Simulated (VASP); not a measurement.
Write the native input for VASP 6.6.1 that does the following.

```yaml
Task: single point
Functional: PBE
Dispersion: D3(BJ)
Potentials_or_basis: VASP PAW PBE potentials, release 64 (Ba_sv, O)
Cutoff: 600 eV
k_mesh: 8 × 8 × 8
Occupations: gaussian, width 0.02 eV
Spin: no spin polarisation
Dipole_correction: no
Further_INCAR_settings: ALGO = Normal; EDIFF = 1e-06; NBANDS = 15
```

The structure of BaO (d3) lies in POSCAR:

```
BaO
1.0
    0.0000000000      2.7644660909      2.7644660909
    2.7644660909      0.0000000000      2.7644660909
    2.7644660909      2.7644660909      0.0000000000
Ba O
1 1
Direct
    0.0000000000      0.0000000000      0.0000000000
    0.5000000000      0.5000000000      0.5000000000
```

These files were run (other wordings do the same):

INCAR

```
PREC = Accurate ; ENCUT = 600
EDIFF = 1E-6 ; ISMEAR = 0
SIGMA = 0.02 ; LREAL = F
LASPH = T ; NELM = 120
ALGO = Normal ; ISIF = 2
LWAVE = F ; LCHARG = F
GGA = PE ; IVDW = 12
NBANDS = 15 ; GGA_COMPAT = F
```

KPOINTS

```
Automatic mesh
0
Gamma
  8 8 8
```

Potentials or basis: VASP PAW PBE potentials, release 64 (Ba_sv, O).

Launch:

```bash
$ cat potpaw_PBE.64/Ba_sv/POTCAR potpaw_PBE.64/O/POTCAR > POTCAR
$ mpirun -np 1 vasp_std > vasp.out
```

It gave:

* Pressure: 1.7 GPa
* Band gap on the k mesh: 1.96 eV, direct
* Dispersion energy per atom: -0.228 eV

Caveat: spin-orbit coupling is left out, which moves the levels of the heavy elements.

Run time: 35 s on 1 thread of AMD EPYC 7R43 64-Core Processor (Zen 3) (shared host), peak memory 0.16 GiB.
